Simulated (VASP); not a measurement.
# Al2Cu (Khatyrkite) (I4/mcm) in VASP: a series of runs

Aim: see how the results for Al2Cu (Khatyrkite) move with the level of theory and the settings. Levels: LDA, PBE, PBEsol. Tasks: single point.

All numbers are computed with VASP 6.6.1; they aren't measurements. Logs are shortened: lines on timing, memory, paths and dates and some standing lists are left out, and cuts for length are marked.

## (1) The cell of the first run

The structure is tetragonal, space group I4/mcm (No. 140). Conventional cell: a = 5.935 Å, b = 5.935 Å, c = 4.785 Å, α = 90.00°, β = 90.00°, γ = 90.00°. Cu (site symmetry 422) has 2 Cu at 2.39 Å and 8 Al at 2.53 Å within 3.2 Å. Al (site symmetry m2m) has 4 Cu at 2.53 Å and 11 Al at 2.67 to 3.16 Å within 3.3 Å.

## (2) Single point, LDA

INCAR reads:

```
PREC = Accurate
ENCUT = 520
EDIFF = 1E-6
ISMEAR = -1
SIGMA = 0.05
LREAL = False
LASPH = True
NELM = 100
ALGO = Normal
ISIF = 2
LWAVE = False
LCHARG = False
GGA = CA
NBANDS = 26
```

KPOINTS reads:

```
regular mesh
0
Gamma
  7 7 7
```

POSCAR reads:

```
Al2Cu
1.0
   -2.9676292249      2.9676292249      2.3927086350
    2.9676292249     -2.9676292249      2.3927086350
    2.9676292249      2.9676292249     -2.3927086350
Cu Al
2 4
Direct
    0.2500000000      0.2500000000      0.0000000000
    0.7500000000      0.7500000000      0.0000000000
    0.3408753502      0.1591246498      0.5000000000
    0.8408753502      0.3408753502      0.1817507003
    0.6591246498      0.8408753502      0.5000000000
    0.1591246498      0.6591246498      0.8182492997
```

Potentials or basis: VASP PAW LDA potentials, release 64 (Cu, Al).

On the command line:

```
> cat potpaw_LDA.64/Cu/POTCAR potpaw_LDA.64/Al/POTCAR > POTCAR
> mpirun -np 1 vasp_std > vasp.out
```

OUTCAR:

```text
PREC = Accurate
   ENCUT = 520
   EDIFF = 1E-6
   ISMEAR = -1
   LREAL = False
   LASPH = True
   NELM = 100
   ISIF = 2
   GGA = CA

 ion  position               nearest neighbor table
   1  0.250  0.250  0.000-   2 2.39   2 2.39   6 2.53   4 2.53   6 2.53   4 2.53   3 2.53   5 2.53
                             5 2.53   3 2.53
   2  0.750  0.750  0.000-   1 2.39   1 2.39   6 2.53   4 2.53   6 2.53   4 2.53   5 2.53   3 2.53
                             5 2.53   3 2.53
   3  0.341  0.159  0.500-   2 2.53   1 2.53   1 2.53   2 2.53   5 2.67   5 2.84   5 2.84   6 3.05
                             4 3.05   6 3.05   4 3.05   6 3.16   4 3.16   4 3.16   6 3.16
   4  0.841  0.341  0.182-   1 2.53   2 2.53   2 2.53   1 2.53   6 2.67   6 2.84   6 2.84   3 3.05
                             5 3.05   3 3.05   5 3.05   3 3.16   5 3.16   3 3.16   5 3.16
   5  0.659  0.841  0.500-   1 2.53   2 2.53   2 2.53   1 2.53   3 2.67   3 2.84   3 2.84   6 3.05
                             4 3.05   6 3.05   4 3.05   6 3.16   4 3.16   6 3.16   4 3.16
   6  0.159  0.659  0.818-   1 2.53   2 2.53   2 2.53   1 2.53   4 2.67   4 2.84   4 2.84   3 3.05
                             5 3.05   5 3.05   3 3.05   3 3.16   5 3.16   3 3.16   5 3.16

  LATTYP: Found a body centered tetragonal cell.
 ALAT       =     5.9352584498
 C/A-ratio  =     0.8062694001

  Lattice vectors:

 A1 = (  -2.9676292249,   2.9676292249,   2.3927086350)
 A2 = (   2.9676292249,  -2.9676292249,   2.3927086350)
 A3 = (   2.9676292249,   2.9676292249,  -2.3927086350)

Analysis of symmetry for initial positions (statically):
=====================================================================
 Subroutine PRICEL returns:
 Original cell was already a primitive cell.

 Routine SETGRP: Setting up the symmetry group for a
 body centered tetragonal supercell.

 Subroutine GETGRP returns: Found 16 space group operations
 (whereof  8 operations were pure point group operations)
 out of a pool of 16 trial point group operations.

The static configuration has the point symmetry C_4h.
 The point group associated with its full space group is D_4h.

Analysis of symmetry for dynamics (positions and initial velocities):
=====================================================================
 Subroutine PRICEL returns:
 Original cell was already a primitive cell.

 Routine SETGRP: Setting up the symmetry group for a
 body centered tetragonal supercell.

 Subroutine GETGRP returns: Found 16 space group operations
 (whereof  8 operations were pure point group operations)
 out of a pool of 16 trial point group operations.

The dynamic configuration has the point symmetry C_4h.
 The point group associated with its full space group is D_4h.

 Subroutine INISYM returns: Found 16 space group operations
 (whereof  8 operations are pure point group operations),
 and found     1 'primitive' translations

----------------------------------------------------------------------------------------

                                     Primitive cell

  volume of cell :      84.2886

  direct lattice vectors                    reciprocal lattice vectors
    -2.967629225  2.967629225  2.392708635     0.000000000  0.168484660  0.208968193
     2.967629225 -2.967629225  2.392708635     0.168484660  0.000000000  0.208968193
     2.967629225  2.967629225 -2.392708635     0.168484660  0.168484660  0.000000000

  length of vectors
     4.831014494  4.831014494  4.831014494     0.268430226  0.268430226  0.238273291

  position of ions in fractional coordinates (direct lattice)
     0.250000000  0.250000000  0.000000000
     0.750000000  0.750000000  0.000000000
     0.340875350  0.159124650  0.500000000
     0.840875350  0.340875350  0.181750700
     0.659124650  0.840875350  0.500000000
     0.159124650  0.659124650  0.818249300

  ion indices of the primitive-cell ions
   primitive index   ion index
                 1           1
                 2           2
                 3           3
                 4           4
                 5           5
                 6           6

----------------------------------------------------------------------------------------

 KPOINTS: regular mesh

Automatic generation of k-mesh.
 Grid dimensions read from file:
 generate k-points for:    7    7    7

 Generating k-lattice:

  Cartesian coordinates                     Fractional coordinates (reciprocal lattice)
     0.000000000  0.024069237  0.029852599     0.142857143  0.000000000 -0.000000000
     0.024069237  0.000000000  0.029852599     0.000000000  0.142857143 -0.000000000
     0.024069237  0.024069237  0.000000000     0.000000000  0.000000000  0.142857143

  Length of vectors
     0.038347175  0.038347175  0.034039042

  Shift w.r.t. Gamma in fractional coordinates (k-lattice)
     0.000000000  0.000000000  0.000000000

 Subroutine IBZKPT returns following result:
 ===========================================

 Found     40 irreducible k-points:

 Following reciprocal coordinates:
            Coordinates               Weight
  0.000000  0.000000  0.000000      1.000000
  0.142857  0.000000 -0.000000      8.000000
  0.285714  0.000000 -0.000000      8.000000
  0.428571  0.000000 -0.000000      8.000000
  0.142857  0.142857 -0.000000      8.000000
  0.285714  0.142857 -0.000000     16.000000
[... 16 lines left out ...]
 -0.142857  0.285714  0.142857      8.000000
 -0.428571  0.428571  0.142857      8.000000
 [... further k-points ...]
   k-points           NKPTS =     40   k-points in BZ     NKDIM =     40   number of bands    NBANDS=     26
   number of dos      NEDOS =    301   number of ions     NIONS =      6
   total plane-waves  NPLWV =  46656
   dimension x,y,z NGX =    36 NGY =   36 NGZ =   36
   dimension x,y,z NGXF=    72 NGYF=   72 NGZF=   72
   ions per type =               2   4
   NGX,Y,Z   is equivalent  to a cutoff of  12.39, 12.39, 12.39 a.u.
   NGXF,Y,Z  is equivalent  to a cutoff of  24.78, 24.78, 24.78 a.u.
 SYSTEM =  unknown system
   PREC   = accura    normal or accurate (medium, high low for compatibility)
   ISTART =      0    job   : 0-new  1-cont  2-samecut
   ICHARG =      2    charge: 1-file 2-atom 10-const
   ISPIN  =      1    spin polarized calculation?
   LNONCOLLINEAR =      F non collinear calculations
   LSORBIT =      F    spin-orbit coupling
   LASPH  =      T    aspherical Exc in radial PAW
   ENCUT  =  520.0 eV  38.22 Ry    6.18 a.u.   8.98  8.98  8.98*2*pi/ulx,y,z
   NELM   =    100;   NELMIN=  2; NELMDL= -5     # of ELM steps
   EDIFF  = 0.1E-05   stopping-criterion for ELM
   LREAL  =      F    real-space projection
   EDIFFG = 0.1E-04   stopping-criterion for IOM
   NSW    =      0    number of steps for IOM
   IBRION =     -1    ionic relax: 0-MD 1-quasi-New 2-CG
   NFREE  =      0    steps in history (QN), initial steepest desc. (CG)
   ISIF   =      2    stress and relaxation
   ISYM   =      2    0-nonsym 1-usesym 2-fastsym
   POTIM  = 0.5000    time-step for ionic-motion
   TEBEG  =    0.0;   TEEND  =   0.0 temperature during run
   PSTRESS=    0.0 pullay stress
   NELECT =      34.0000    total number of electrons
   NUPDOWN=      -1.0000    fix difference up-down
   EMIN   =  10.00;   EMAX   =-10.00  energy-range for DOS
   EFERMI =   0.00;   METHOD = LEGACY
   ISMEAR =    -1;   SIGMA  =   0.05  broadening in eV -4-tet -1-fermi 0-gaus
   EFERMI_NEDOS =   21; number of points for ismear=-14 and -15
   IALGO  =     38    algorithm
   IMIX   =      4    mixing-type and parameters
     AMIX     =   0.40;   BMIX     =  1.00
     AMIX_MAG =   1.60;   BMIX_MAG =  1.00
  volume/ion in A,a.u.               =      14.05        94.80
  Fermi-wavevector in a.u.,A,eV,Ry     =   1.209608  2.285828 19.907396  1.463152
  Thomas-Fermi vector in A             =   2.345181
   LORBIT       =      0    0 simple, 1 ext, 2 COOP (PROOUT), +10 PAW based schemes
   GGA     = CA    functional components
   LHFCALC =     F    Hartree Fock is set to
   AEXX    =    0.0000 exact exchange contribution
   IVDW    =     0    specifies the selected vdW correction
   LEPSILON=     F    determine dielectric tensor
   LRPA    =     F    only Hartree local field effects (RPA)
 non-spin polarized calculation
  energy-cutoff  :      520.00
  volume of cell :       84.29
 maximum number of plane-waves:      2285
   NGX = 17   NGY = 17   NGZ = 17

 number of electron      34.0000043 magnetization

 Free energy of the ion-electron system (eV)
  ---------------------------------------------------
  ext. energy  EPLUGINS =         0.00000000
  ---------------------------------------------------
  free energy    TOTEN  =       -27.29304115 eV

  energy without entropy =      -27.28370103  energy(sigma->0) =      -27.28837109

 E-fermi :   8.5266     XC(G=0): -11.3117

 val. band max:        8.4930597328   @ k =   0.0000   0.0000   0.0000
 cond. band min:       8.5280620103   @ k =  -0.2857  -0.4286   0.2857
 fundamental gap:      0.0350022776
 Fermi energy:         8.5265976431

 k-point     1 :       0.0000    0.0000    0.0000
  band No.  band energies     occupation
      1      -2.7169      2.00000
      2       2.7877      2.00000
      3       2.9624      2.00000
      4       2.9624      2.00000
      5       2.9727      2.00000
      6       3.9272      2.00000
[... 18 lines left out ...]
     25      13.8786      0.00000
     26      14.5228      0.00000

 k-point     2 :       0.1429    0.0000   -0.0000
  band No.  band energies     occupation
      1      -2.4956      2.00000
      2       2.7785      2.00000
      3       2.9061      2.00000
      4       2.9585      2.00000
      5       3.0293      2.00000
      6       3.8920      2.00000
[... 18 lines left out ...]
     25      14.1255      0.00000
     26      14.8425      0.00000

 k-point     3 :       0.2857    0.0000   -0.0000
  band No.  band energies     occupation
      1      -1.8372      2.00000
      2       2.2174      2.00000
      3       2.7746      2.00000
      4       2.9393      2.00000
      5       3.1670      2.00000
      6       3.7433      2.00000
[... 18 lines left out ...]
     25      15.0892      0.00000
     26      15.1507      0.00000

 k-point     4 :       0.4286    0.0000   -0.0000
  band No.  band energies     occupation
      1      -0.7620      2.00000
      2       0.6732      2.00000
      3       2.8147      2.00000
      4       2.8874      2.00000
      5       3.3009      2.00000
      6       3.5007      2.00000
[... 18 lines left out ...]
     25      15.3064      0.00000
     26      15.6848      0.00000

 k-point     5 :       0.1429    0.1429   -0.0000
  band No.  band energies     occupation
      1      -2.0086      2.00000
      2       2.6213      2.00000
      3       2.7808      2.00000
      4       2.8030      2.00000
      5       3.3203      2.00000
      6       3.6769      2.00000
[... 18 lines left out ...]
     25      14.1540      0.00000
     26      15.9588      0.00000

 k-point     6 :       0.2857    0.1429   -0.0000
  band No.  band energies     occupation
      1      -1.0967      2.00000
      2       1.4140      2.00000
      3       2.3069      2.00000
      4       2.7863      2.00000
      5       3.5288      2.00000
      6       3.6608      2.00000
[... 427 lines left out ...]
 k-point    21 :       0.4286    0.2857    0.1429
  band No.  band energies     occupation
      1      -0.6648      2.00000
      2       0.4829      2.00000
      3       2.0903      2.00000
      4       2.4021      2.00000
      5       3.3961      2.00000
      6       3.5274      2.00000
[... 18 lines left out ...]
     25      15.0411      0.00000
     26      16.4350      0.00000

 k-point    22 :      -0.2857    0.2857    0.1429
  band No.  band energies     occupation
      1      -1.8549      2.00000
      2       1.4893      2.00000
      3       2.8315      2.00000
      4       2.8870      2.00000
      5       3.1432      2.00000
      6       3.4732      2.00000
[... 18 lines left out ...]
     25      13.2769      0.00000
     26      16.8116      0.00000

 k-point    23 :      -0.1429    0.2857    0.1429
  band No.  band energies     occupation
      1      -1.8070      2.00000
      2       2.2940      2.00000
      3       2.4652      2.00000
      4       2.6162      2.00000
      5       3.0862      2.00000
      6       3.4727      2.00000
[... 18 lines left out ...]
     25      14.9038      0.00000
     26      15.2839      0.00000

 k-point    24 :      -0.4286    0.4286    0.1429
  band No.  band energies     occupation
      1      -1.0178      2.00000
      2       0.1563      2.00000
      3       2.8330      2.00000
      4       3.0047      2.00000
      5       3.2843      2.00000
      6       3.4276      2.00000
[... 18 lines left out ...]
     25      14.6970      0.00000
     26      14.9089      0.00000

 [... further k-points ...]
[... 5 lines left out ...]
  --------------------------------------------------------------------------------------
  -------------------------------------------------------------------------------------
  Total        0.1637622      0.1637622      0.1303103      0.0000000      0.0000000      0.0000000
  in kB        3.1128290      3.1128290      2.4769672      0.0000000      0.0000000      0.0000000
  external PRESSURE =       2.9008751 kB  Pullay stress =       0.0000000 kB

 VOLUME and BASIS-vectors are now :
 -----------------------------------------------------------------------------
  energy-cutoff  :      520.00
  volume of cell :       84.29
      direct lattice vectors                 reciprocal lattice vectors
    -2.967629225  2.967629225  2.392708635     0.000000000  0.168484660  0.208968193
     2.967629225 -2.967629225  2.392708635     0.168484660  0.000000000  0.208968193
     2.967629225  2.967629225 -2.392708635     0.168484660  0.168484660  0.000000000

 POSITION                                       TOTAL-FORCE (eV/Angst)
 -----------------------------------------------------------------------------------
      0.00000      0.00000      1.19635        -0.000000      0.000000     -0.000000
      0.00000      0.00000      3.58906         0.000000      0.000000     -0.000000
      0.94445      2.02318      0.00000         0.000093     -0.000093     -0.000000
     -0.94445      2.02318      2.39271        -0.000093     -0.000093     -0.000000
      2.02318      0.94445      2.39271        -0.000093      0.000093      0.000000
      3.91208      0.94445     -0.00000         0.000093      0.000093      0.000000
 -----------------------------------------------------------------------------------
    total drift:                                0.000000     -0.000000      0.000000

  FREE ENERGIE OF THE ION-ELECTRON SYSTEM (eV)
  ---------------------------------------------------
  free  energy   TOTEN  =       -27.2930411488 eV

  energy  without entropy=      -27.2837010312  energy(sigma->0) =      -27.28837109
```

Run time: 35 s. Hardware: 1 thread of Intel Xeon 6975P-C (Granite Rapids), shared host; peak memory 0.2 GiB.

What came out:

| Quantity | Value |
| --- | --- |
| Free energy | -27.2930 eV |
| Pressure | 0.3 GPa |
| Band gap on the k mesh | zero (band 17 reaches 10.52 eV, above the bottom of band 18 at 6.79 eV) |

Levels at points of the mesh, in eV from the Fermi level:
```
           k point  band 14  band 15  band 16  band 17  band 18  band 19  band 20  band 21
(0.00, 0.00, 0.00)    -2.12    -1.58    -1.39    -1.39    -0.96    -0.31    -0.03     1.48
```

## (3) Single point, PBE

This run uses another cell than the first one, of 14.92 Å³/atom, 1.062 times its volume.

INCAR reads:

```
SYSTEM = Al2Cu
PREC = Accurate
ENCUT = 520
EDIFF = 1E-6
ISMEAR = -1
SIGMA = 0.05
LREAL = .False.
LASPH = .True.
NELM = 60
ALGO = Fast
ISIF = 2
LWAVE = .False.
LCHARG = .False.
GGA = PE
NBANDS = 26
```

KPOINTS reads:

```
regular mesh
0
Gamma
  7 7 7
  0 0 0
```

POSCAR reads:

```
Al2Cu
1.0
   -3.0279829880      3.0279829880      2.4410137990
    3.0279829880     -3.0279829880      2.4410137990
    3.0279829880      3.0279829880     -2.4410137990
Cu Al
2 4
Direct
    0.2500000000      0.2500000000      0.0000000000
    0.7500000000      0.7500000000      0.0000000000
    0.3418247048      0.1581752952      0.5000000000
    0.8418247048      0.3418247048      0.1836494096
    0.6581752952      0.8418247048      0.5000000000
    0.1581752952      0.6581752952      0.8163505904
```

Potentials or basis: VASP PAW PBE potentials, release 64 (Cu, Al).

On the command line:

```
> cat potpaw_PBE.64/Cu/POTCAR potpaw_PBE.64/Al/POTCAR > POTCAR
> mpirun -np 1 vasp_std > vasp.out
```

It took 73 s on 1 thread of Intel Xeon 6975P-C (Granite Rapids), shared host; peak memory 0.27 GiB.

The run converged. Its results:

| Item | Value |
| --- | --- |
| Free energy | -23.3927 eV |
| Pressure | 0.1 GPa |
| Band gap on the k mesh | zero (band 17 reaches 10.03 eV, above the bottom of band 18 at 6.36 eV) |

Levels at points of the mesh, in eV from the Fermi level:
```tsv
k point	band 15	band 16	band 17	band 18	band 19	band 20
(0.00, 0.00, 0.00)	-1.42	-1.27	-1.27	-0.92	-0.47	-0.04
```

## (4) Single point, PBEsol

This run uses another cell than the first one, of 14.46 Å³/atom, 1.029 times its volume.

INCAR reads:

```
SYSTEM = Al2Cu
PREC     = Accurate       ! precision mode
ENCUT    = 520            ! plane-wave cutoff, eV
EDIFF    = 1E-6           ! SCF threshold, eV
ISMEAR   = -1             ! smearing method
SIGMA    = 0.05           ! smearing width, eV
LREAL    = .FALSE.        ! projectors in reciprocal space
LASPH    = .TRUE.         ! aspherical terms in the spheres
NELM     = 100            ! most SCF steps
ALGO     = Normal         ! electronic algorithm
ISIF     = 2              ! what is computed and relaxed
LWAVE    = .FALSE.        ! write WAVECAR
LCHARG   = .FALSE.        ! write CHGCAR
GGA      = PS             ! functional
NBANDS   = 26             ! bands
```

KPOINTS reads:

```
regular mesh
0
G
  7 7 7
  0 0 0
```

POSCAR reads:

```
Al2Cu
1.0
   -2.9970744125      2.9970744125      2.4150026095
    2.9970744125     -2.9970744125      2.4150026095
    2.9970744125      2.9970744125     -2.4150026095
Cu Al
2 4
Direct
    0.2500000000      0.2500000000      0.0000000000
    0.7500000000      0.7500000000      0.0000000000
    0.3410910958      0.1589089042      0.5000000000
    0.8410910958      0.3410910958      0.1821821917
    0.6589089042      0.8410910958      0.5000000000
    0.1589089042      0.6589089042      0.8178178083
```

On the command line:

```
> cat potpaw_PBE.64/Cu/POTCAR potpaw_PBE.64/Al/POTCAR > POTCAR
> mpirun -np 1 vasp_std > vasp.out
```

Wall time 85 s (1 thread of AMD EPYC 7R13 (Zen 3), shared host); peak memory 0.21 GiB.

It converged, with:

```yaml
Free_energy: -26.0194 eV
Pressure: 0.2 GPa
Band_gap_on_the_k_mesh: zero (band 17 reaches 10.29 eV, above the bottom of band 18 at 6.61 eV)
```

Levels at points of the mesh, in eV from the Fermi level:
```tsv
k point	band 13	band 14	band 15	band 16	band 17	band 18	band 19	band 20	band 21	band 22
(0.00, 0.00, 0.00)	-3.09	-2.08	-1.53	-1.35	-1.35	-0.95	-0.33	-0.04	1.42	1.42
```

Caveat: the PAW data sets were made with another functional, which shifts forces and pressure a little.

## (5) The runs side by side

| level | potentials or basis | cell | gap on the mesh (eV) | pressure (GPa) |
| --- | --- | --- | --- | --- |
| LDA | VASP PAW LDA potentials, release 64 (Cu, Al) | a = 4.831 Å, angles 104.2, 104.2, 120.6°, 6 atoms | none | 0.3 |
| PBE | VASP PAW PBE potentials, release 64 (Cu, Al) | a = 4.929 Å, angles 104.2, 104.2, 120.6°, 6 atoms | none | 0.1 |
| PBEsol | VASP PAW PBE potentials, release 64 (Cu, Al) | a = 4.878 Å, angles 104.2, 104.2, 120.7°, 6 atoms | none | 0.2 |

Alike in all rows: task single point; no spin polarisation; k mesh 7 × 7 × 7; cutoff (eV) 520; smearing fermi-dirac 0.05 eV.

Caveats: the PAW data sets were made with another functional, which shifts forces and pressure a little (some runs).

Total energies depend on the potentials used, so only differences within one code and one set of settings carry meaning.
